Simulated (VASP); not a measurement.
# Ta (P6_3/mmc) in VASP: a series of runs, part 2 of 2

VASP 6.6.1.

## 3. Relaxation of cell and atoms, revPBE

INCAR

```
SYSTEM = Ta
PREC     = Accurate       ! precision mode
ENCUT    = 600            ! plane-wave cutoff, eV
EDIFF    = 1E-6           ! SCF threshold, eV
ISMEAR   = -1             ! smearing method
SIGMA    = 0.05           ! smearing width, eV
LREAL    = .FALSE.        ! projectors in reciprocal space
LASPH    = .TRUE.         ! aspherical terms in the spheres
NELM     = 80             ! most SCF steps
ALGO     = Normal         ! electronic algorithm
ISIF     = 3              ! what is computed and relaxed
LWAVE    = .FALSE.        ! write WAVECAR
LCHARG   = .FALSE.        ! write CHGCAR
GGA      = RE             ! functional
IBRION   = 2              ! ionic algorithm
NSW      = 80             ! ionic steps
EDIFFG   = -0.01          ! ionic threshold
```

KPOINTS

```
regular mesh
0
G
  11 11 5
  0 0 0
```

POSCAR

```
Ta
1.0
    2.9003720726      0.0000000000      0.0000000000
   -1.4501860363      2.5117958953      0.0000000000
    0.0000000000      0.0000000000      5.1662740000
Ta
2
Direct
    0.3333333333      0.6666666667      0.2500000000
    0.6666666667      0.3333333333      0.7500000000
```

Potentials or basis: VASP PAW PBE potentials, release 64 (Ta_pv).

Run with:

```console
> cat potpaw_PBE.64/Ta_pv/POTCAR > POTCAR
> mpirun -np 1 vasp_std > vasp.out
```

OUTCAR:

```text
SYSTEM = Ta
   PREC = Accurate
   ENCUT = 600
   EDIFF = 1E-6
   ISMEAR = -1
   LREAL = .FALSE.
   LASPH = .TRUE.
   NELM = 80
   ISIF = 3
   GGA = RE
   IBRION = 2
   NSW = 80
   EDIFFG = -0.01

 ion  position               nearest neighbor table
   1  0.333  0.667  0.250-   2 3.08   2 3.08   2 3.08   2 3.08   2 3.08   2 3.08
   2  0.667  0.333  0.750-   1 3.08   1 3.08   1 3.08   1 3.08   1 3.08   1 3.08

  LATTYP: Found a hexagonal cell.
 ALAT       =     2.9003720726
 C/A-ratio  =     1.7812452577

  Lattice vectors:

 A1 = (   2.9003720726,   0.0000000000,   0.0000000000)
 A2 = (  -1.4501860363,   2.5117958953,   0.0000000000)
 A3 = (   0.0000000000,   0.0000000000,   5.1662740000)

Analysis of symmetry for initial positions (statically):
=====================================================================
 Subroutine PRICEL returns:
 Original cell was already a primitive cell.

 Routine SETGRP: Setting up the symmetry group for a
 hexagonal supercell.

 Subroutine GETGRP returns: Found 24 space group operations
 (whereof 12 operations were pure point group operations)
 out of a pool of 24 trial point group operations.

The static configuration has the point symmetry D_3d.
 The point group associated with its full space group is D_6h.

Analysis of symmetry for dynamics (positions and initial velocities):
=====================================================================
 Subroutine PRICEL returns:
 Original cell was already a primitive cell.

 Routine SETGRP: Setting up the symmetry group for a
 hexagonal supercell.

 Subroutine GETGRP returns: Found 24 space group operations
 (whereof 12 operations were pure point group operations)
 out of a pool of 24 trial point group operations.

The dynamic configuration has the point symmetry D_3d.
 The point group associated with its full space group is D_6h.

 Subroutine INISYM returns: Found 24 space group operations
 (whereof 12 operations are pure point group operations),
 and found     1 'primitive' translations

[... 139 lines left out ...]
  ext. energy  EPLUGINS =         0.00000000
  ---------------------------------------------------
  free energy    TOTEN  =       -22.30030634 eV

  energy without entropy =      -22.28102958  energy(sigma->0) =      -22.29066796

------------------------ aborting loop because EDIFF is reached ----------------------------------------

  FORCE on cell =-STRESS in cart. coord.  units (eV):
  Direction    XX          YY          ZZ          XY          YZ          ZX
  --------------------------------------------------------------------------------------
  -------------------------------------------------------------------------------------
  Total        0.2864638      0.2864638      0.4272075      0.0000000      0.0000000      0.0000000
  in kB       12.1945245     12.1945245     18.1858636      0.0000000      0.0000000      0.0000000
  external PRESSURE =      14.1916375 kB  Pullay stress =       0.0000000 kB
[... 167 lines left out ...]
--------------------------------------- Ionic step        6  -------------------------------------------

 number of electron      22.0000003 magnetization

 Free energy of the ion-electron system (eV)
  ---------------------------------------------------
  ext. energy  EPLUGINS =         0.00000000
  ---------------------------------------------------
  free energy    TOTEN  =       -22.30172239 eV

  energy without entropy =      -22.28245153  energy(sigma->0) =      -22.29208696

 E-fermi :   5.5887     XC(G=0): -12.3012

 val. band max:        5.5831174031   @ k =   0.3636  -0.0000   0.0000
 cond. band min:       5.6095817924   @ k =   0.2727   0.0909   0.4000
 fundamental gap:      0.0264643894
 Fermi energy:         5.5886591566

 k-point     1 :       0.0000    0.0000    0.0000
  band No.  band energies     occupation
      1     -29.0153      2.00000
      2     -28.2388      2.00000
      3     -28.1089      2.00000
      4     -28.1089      2.00000
      5     -28.0313      2.00000
      6     -28.0313      2.00000
      7      -2.5691      2.00000
      8       0.6944      2.00000
      9       4.9991      1.99998
     10       5.3651      1.97739
     11       6.1910      0.00001
     12       6.1910      0.00001
     13       6.7392      0.00000
     14       6.7392      0.00000
[... 401 lines left out ...]
      2     -28.5557      2.00000
      3     -28.5208      2.00000
      4     -28.3009      2.00000
      5     -28.2278      2.00000
      6     -28.1592      2.00000
      7      -0.3634      2.00000
      8       2.3055      2.00000
      9       3.5123      2.00000
     10       4.4818      2.00000
     11       5.1671      1.99956
     12       5.7861      0.03785
     13       7.3539      0.00000
     14       7.5489      0.00000
     15       8.5727      0.00000

 [... further k-points ...]

------------------------ aborting loop because EDIFF is reached ----------------------------------------

  FORCE on cell =-STRESS in cart. coord.  units (eV):
  Direction    XX          YY          ZZ          XY          YZ          ZX
  --------------------------------------------------------------------------------------
  -------------------------------------------------------------------------------------
  Total       -0.0082540     -0.0082540     -0.0034035      0.0000000      0.0000000      0.0000000
  in kB       -0.3486002     -0.3486002     -0.1437440      0.0000000      0.0000000      0.0000000
  external PRESSURE =      -0.2803148 kB  Pullay stress =       0.0000000 kB
[... 17 lines left out ...]
  FREE ENERGIE OF THE ION-ELECTRON SYSTEM (eV)
  ---------------------------------------------------
  free  energy   TOTEN  =       -22.3017223870 eV

  energy  without entropy=      -22.2824515276  energy(sigma->0) =      -22.29208696

 reached required accuracy - stopping structural energy minimisation
```

OSZICAR:

```text
N       E                     dE             d eps       ncg     rms          rms(c)
DAV:   1     0.174771445061E+03    0.17477E+03   -0.14091E+04  1440   0.168E+03
DAV:   2    -0.190282773129E+02   -0.19380E+03   -0.19208E+03  1734   0.416E+02
DAV:   3    -0.231455233790E+02   -0.41172E+01   -0.40487E+01  1930   0.556E+01
[... 41 lines left out ...]
       N       E                     dE             d eps       ncg     rms          rms(c)
DAV:   1    -0.223017540053E+02   -0.35545E-04   -0.12757E-03  1440   0.305E-01    0.276E-02
DAV:   2    -0.223017290333E+02    0.24972E-04   -0.34770E-05  1699   0.470E-02    0.132E-02
DAV:   3    -0.223017223370E+02    0.66963E-05   -0.21818E-05  1804   0.288E-02    0.440E-03
DAV:   4    -0.223017223870E+02   -0.49978E-07   -0.52120E-07   755   0.675E-03
   6 F= -.22301722E+02 E0= -.22292087E+02  d E =-.716190E-04
```

CONTCAR:

```text
Ta
   1.00000000000000
     2.9050864307731548    0.0000000000000000    0.0000000000000000
    -1.4525432153865774    2.5158786492404981    0.0000000000000000
    -0.0000000000000000    0.0000000000000000    5.1903659688202568
  Ta
     2
Direct
     0.3333333332999970    0.6666666667000030    0.2500000000000000
     0.6666666667000030    0.3333333332999970    0.7500000000000000

  0.00000000E+00  0.00000000E+00  0.00000000E+00
  0.00000000E+00  0.00000000E+00  0.00000000E+00
```

Wall time 70 s (1 thread of Intel Xeon 6975P-C, shared host); peak memory 0.19 GiB.

What came out:

```
Free energy                            : -22.3017 eV
Relaxed volume                         : 18.97 Å³/atom
Relaxed cell                           : a = 2.905 Å, b = 2.905 Å, c = 5.190 Å, α = 90.00°, β = 90.00°, γ = 120.00°
Space group after relaxing (to 0.05 Å) : P6_3/mmc (No. 194)
Energy gained by relaxing              : 0.7 meV/atom
Ionic steps                            : 6
Pressure after relaxing                : 0.0 GPa
Band gap on the k mesh                 : zero (band 11 reaches 6.45 eV, above the bottom of band 12 at 5.03 eV)
```

Step by step:
| step | energy change (eV) | largest force (eV/Å) | pressure (GPa) | volume (Å³) |
| --- | --- | --- | --- | --- |
| 1 | 0.0000 | 0.0000 | 1.42 | 37.64 |
| 2 | 0.0044 | 0.0000 | -2.92 | 38.55 |
| 3 | -0.0013 | 0.0000 | -0.02 | 37.93 |
| 4 | -0.0013 | 0.0000 | -0.07 | 37.94 |
| 5 | -0.0014 | 0.0000 | -0.02 | 37.93 |
| 6 | -0.0014 | 0.0000 | -0.03 | 37.94 |

Final structure:
```
Ta
1.0
     2.90509    0.00000    0.00000
    -1.45254    2.51588    0.00000
     0.00000    0.00000    5.19037
Ta
2
Direct
  0.33333 0.66667 0.25000
  0.66667 0.33333 0.75000
```

Levels at points of the mesh, in eV from the Fermi level:
```tsv
k point	band 7	band 8	band 9	band 10	band 11	band 12	band 13	band 14	band 15
(0.00, 0.00, 0.00)	-8.16	-4.89	-0.59	-0.22	0.60	0.60	1.15	1.15	2.97
```

Caveat: the PAW data sets were made with another functional, which shifts forces and pressure a little; spin-orbit coupling is left out, which moves the levels of the heavy elements.

## 4. Relaxation of cell and atoms, BLYP

INCAR

```
  PREC = Accurate
  ENCUT = 600
  EDIFF = 1E-7
  ISMEAR = -1
  SIGMA = 0.05
  LREAL = False
  LASPH = True
  NELM = 100
  ALGO = Normal
  ISIF = 3
  LWAVE = False
  LCHARG = False
  GGA = B5
  ALDAX = 1.0
  AGGAX = 1.0
  AGGAC = 1.0
  ALDAC = 0.0
  IBRION = 2
  NSW = 80
  EDIFFG = -0.01
```

KPOINTS

```
Automatic mesh
0
Gamma
  11 11 5
```

POSCAR is that of step 3.

Run with:

```console
> cat potpaw_PBE.64/Ta_pv/POTCAR > POTCAR
> mpirun -np 1 vasp_std > vasp.out
```

Wall time 2.1 min (1 thread of Intel Xeon 6975P-C, shared host); peak memory 0.19 GiB.

The run converged. Its results:

```
Free energy                            : -20.1164 eV
Relaxed volume                         : 19.44 Å³/atom
Relaxed cell                           : a = 2.919 Å, b = 2.919 Å, c = 5.272 Å, α = 90.00°, β = 90.00°, γ = 120.00°
Space group after relaxing (to 0.05 Å) : P6_3/mmc (No. 194)
Energy gained by relaxing              : 12.4 meV/atom
Ionic steps                            : 6
Pressure after relaxing                : 0.0 GPa
Band gap on the k mesh                 : zero (band 11 reaches 6.81 eV, above the bottom of band 12 at 5.28 eV)
```

Step by step:
| step | energy change (eV) | largest force (eV/Å) | pressure (GPa) | volume (Å³) |
| --- | --- | --- | --- | --- |
| 1 | 0.0000 | 0.0000 | 5.89 | 37.64 |
| 2 | 0.0639 | 0.0000 | -10.15 | 41.53 |
| 3 | -0.0231 | 0.0000 | -0.30 | 38.92 |
| 4 | -0.0231 | 0.0000 | -0.18 | 38.89 |
| 5 | -0.0248 | 0.0000 | 0.05 | 38.89 |
| 6 | -0.0248 | 0.0000 | 0.01 | 38.89 |

Final structure:
```
Ta
1.0
     2.91855    0.00000    0.00000
    -1.45927    2.52754    0.00000
     0.00000    0.00000    5.27153
Ta
2
Direct
  0.33333 0.66667 0.25000
  0.66667 0.33333 0.75000
```

Levels at points of the mesh, in eV from the Fermi level:
| k point | band 7 | band 8 | band 9 | band 10 | band 11 | band 12 | band 13 | band 14 | band 15 |
| --- | --- | --- | --- | --- | --- | --- | --- | --- | --- |
| (0.00, 0.00, 0.00) | -7.87 | -4.79 | -0.74 | -0.03 | 0.55 | 0.55 | 1.04 | 1.04 | 2.87 |

Caveat: the PAW data sets were made with another functional, which shifts forces and pressure a little; spin-orbit coupling is left out, which moves the levels of the heavy elements.

## 5. Single point, LDA (volume scaled by 0.94)

INCAR

```
SYSTEM = Ta
ALGO     = Normal         ! electronic algorithm
EDIFF    = 1E-6           ! SCF threshold, eV
ENCUT    = 520            ! plane-wave cutoff, eV
GGA      = CA             ! functional
ISIF     = 2              ! what is computed and relaxed
ISMEAR   = -1             ! smearing method
LASPH    = .TRUE.         ! aspherical terms in the spheres
LCHARG   = .FALSE.        ! write CHGCAR
LREAL    = .FALSE.        ! projectors in reciprocal space
LWAVE    = .FALSE.        ! write WAVECAR
NBANDS   = 18             ! bands
NELM     = 100            ! most SCF steps
PREC     = Accurate       ! precision mode
SIGMA    = 0.05           ! smearing width, eV
```

KPOINTS

```
k-points
0
G
  11 11 5
  0 0 0
```

POSCAR

```
Ta
1.0
    2.8411641924      0.0000000000      0.0000000000
   -1.4205820962      2.4605203670      0.0000000000
    0.0000000000      0.0000000000      5.0608102442
Ta
2
Direct
    0.3333333333      0.6666666667      0.2500000000
    0.6666666667      0.3333333333      0.7500000000
```

Potentials or basis: VASP PAW LDA potentials, release 64 (Ta_pv).

Run with:

```console
> cat potpaw_LDA.64/Ta_pv/POTCAR > POTCAR
> mpirun -np 1 vasp_std > vasp.out
```

OUTCAR:

```text
SYSTEM = Ta
   EDIFF = 1E-6
   ENCUT = 520
   GGA = CA
   ISIF = 2
   ISMEAR = -1
   LASPH = .TRUE.
   LREAL = .FALSE.
   NELM = 100
   PREC = Accurate

 ion  position               nearest neighbor table
   1  0.333  0.667  0.250-   2 3.02   2 3.02   2 3.02   2 3.02   2 3.02   2 3.02
   2  0.667  0.333  0.750-   1 3.02   1 3.02   1 3.02   1 3.02   1 3.02   1 3.02

  LATTYP: Found a hexagonal cell.
 ALAT       =     2.8411641924
 C/A-ratio  =     1.7812452577

  Lattice vectors:

 A1 = (   2.8411641924,   0.0000000000,   0.0000000000)
 A2 = (  -1.4205820962,   2.4605203670,   0.0000000000)
 A3 = (   0.0000000000,   0.0000000000,   5.0608102442)

Analysis of symmetry for initial positions (statically):
=====================================================================
 Subroutine PRICEL returns:
 Original cell was already a primitive cell.

 Routine SETGRP: Setting up the symmetry group for a
 hexagonal supercell.

 Subroutine GETGRP returns: Found 24 space group operations
 (whereof 12 operations were pure point group operations)
 out of a pool of 24 trial point group operations.

The static configuration has the point symmetry D_3d.
[... 162 lines left out ...]

 E-fermi :   5.9935     XC(G=0): -12.8758

 val. band max:        5.9669011918   @ k =   0.3636  -0.0000   0.0000
 cond. band min:       5.9941806027   @ k =   0.3636   0.1818   0.0000
 fundamental gap:      0.0272794109
 Fermi energy:         5.9935339213

 k-point     1 :       0.0000    0.0000    0.0000
  band No.  band energies     occupation
      1     -28.4088      2.00000
      2     -27.3858      2.00000
      3     -27.2632      2.00000
      4     -27.2632      2.00000
      5     -27.1614      2.00000
      6     -27.1614      2.00000
[... 481 lines left out ...]
      5     -27.4081      2.00000
      6     -27.3232      2.00000
[... 10 lines left out ...]
     17      11.3158      0.00000
     18      13.1825      0.00000

 [... further k-points ...]

------------------------ aborting loop because EDIFF is reached ----------------------------------------

  FORCE on cell =-STRESS in cart. coord.  units (eV):
  Direction    XX          YY          ZZ          XY          YZ          ZX
  --------------------------------------------------------------------------------------
  -------------------------------------------------------------------------------------
  Total       -0.0084539     -0.0084539      0.3650035      0.0000000      0.0000000     -0.0000000
  in kB       -0.3828462     -0.3828462     16.5296716      0.0000000      0.0000000     -0.0000000
  external PRESSURE =       5.2546598 kB  Pullay stress =       0.0000000 kB

 VOLUME and BASIS-vectors are now :
 -----------------------------------------------------------------------------
  energy-cutoff  :      520.00
  volume of cell :       35.38
      direct lattice vectors                 reciprocal lattice vectors
     2.841164192  0.000000000  0.000000000     0.351968395  0.203209047  0.000000000
    -1.420582096  2.460520367  0.000000000     0.000000000  0.406418095  0.000000000
     0.000000000  0.000000000  5.060810244     0.000000000  0.000000000  0.197596818

 POSITION                                       TOTAL-FORCE (eV/Angst)
 -----------------------------------------------------------------------------------
     -0.00000      1.64035      1.26520        -0.000000     -0.000000      0.000000
      1.42058      0.82017      3.79561         0.000000      0.000000      0.000000
 -----------------------------------------------------------------------------------
    total drift:                               -0.000000      0.000000     -0.000000

  FREE ENERGIE OF THE ION-ELECTRON SYSTEM (eV)
  ---------------------------------------------------
  free  energy   TOTEN  =       -25.0690887446 eV

  energy  without entropy=      -25.0539172555  energy(sigma->0) =      -25.06150300
```

OSZICAR:

```text
N       E                     dE             d eps       ncg     rms          rms(c)
DAV:   1     0.170357921177E+03    0.17036E+03   -0.12808E+04  1736   0.128E+03
DAV:   2    -0.219278539824E+02   -0.19229E+03   -0.18899E+03  2162   0.359E+02
DAV:   3    -0.259702867370E+02   -0.40424E+01   -0.39939E+01  1998   0.493E+01
DAV:   4    -0.259989557251E+02   -0.28669E-01   -0.28642E-01  1974   0.434E+00
DAV:   5    -0.259991842245E+02   -0.22850E-03   -0.22848E-03  1956   0.358E-01    0.195E+01
DAV:   6    -0.252999142966E+02    0.69927E+00   -0.68785E-01  1910   0.711E+00    0.944E+00
DAV:   7    -0.250734440646E+02    0.22647E+00   -0.58058E-01  1986   0.616E+00    0.443E-01
DAV:   8    -0.250691108796E+02    0.43332E-02   -0.82349E-03  1952   0.864E-01    0.934E-02
DAV:   9    -0.250690915542E+02    0.19325E-04   -0.15154E-04  2058   0.925E-02    0.522E-02
DAV:  10    -0.250690893895E+02    0.21646E-05   -0.22770E-05  2070   0.336E-02    0.598E-03
DAV:  11    -0.250690887446E+02    0.64495E-06   -0.23043E-06  1536   0.105E-02
   1 F= -.25069089E+02 E0= -.25061503E+02  d E =-.151715E-01
```

Wall time 25 s (1 thread of Intel Xeon Platinum 8375C at 2.90GHz (Ice Lake), shared host); peak memory 0.15 GiB.

What came out:

| Quantity | Value |
| --- | --- |
| Free energy | -25.0691 eV |
| Pressure | 0.5 GPa |
| Band gap on the k mesh | zero (band 11 reaches 7.13 eV, above the bottom of band 12 at 5.38 eV) |

Stress tensor (GPa, compression positive):
```
-0.04  0.00  0.00
 0.00 -0.04  0.00
 0.00  0.00  1.65
```

Caveat: the cell differs from its parent crystal (volume scaled by 0.94); spin-orbit coupling is left out, which moves the levels of the heavy elements.

## 6. Summary

| task | level | potentials or basis | cell | cutoff (eV) | gap on the mesh (eV) | pressure (GPa) | relaxed volume (Å³/atom) |
| --- | --- | --- | --- | --- | --- | --- | --- |
| relaxation of cell and atoms | RPBE | VASP PAW PBE potentials, release 64 (Ta_pv) | relaxed from a = 2.900, b = 2.900, c = 5.166 Å, angles 90.0, 90.0, 120.0°, 2 atoms | 600 | none | 0.0 | 19.05 |
| relaxation of cell and atoms | revPBE | VASP PAW PBE potentials, release 64 (Ta_pv) | relaxed from a = 2.900, b = 2.900, c = 5.166 Å, angles 90.0, 90.0, 120.0°, 2 atoms | 600 | none | 0.0 | 18.97 |
| relaxation of cell and atoms | BLYP | VASP PAW PBE potentials, release 64 (Ta_pv) | relaxed from a = 2.900, b = 2.900, c = 5.166 Å, angles 90.0, 90.0, 120.0°, 2 atoms | 600 | none | 0.0 | 19.44 |
| single point | LDA | VASP PAW LDA potentials, release 64 (Ta_pv) | a = 2.841, b = 2.841, c = 5.061 Å, angles 90.0, 90.0, 120.0°, 2 atoms | 520 | none | 0.5 | - |

Alike in all rows: no spin polarisation; k mesh 11 × 11 × 5; smearing fermi-dirac 0.05 eV.

Caveats: spin-orbit coupling is left out, which moves the levels of the heavy elements; the PAW data sets were made with another functional, which shifts forces and pressure a little (some runs).

Absolute energies hang on the potentials; compare differences alone.
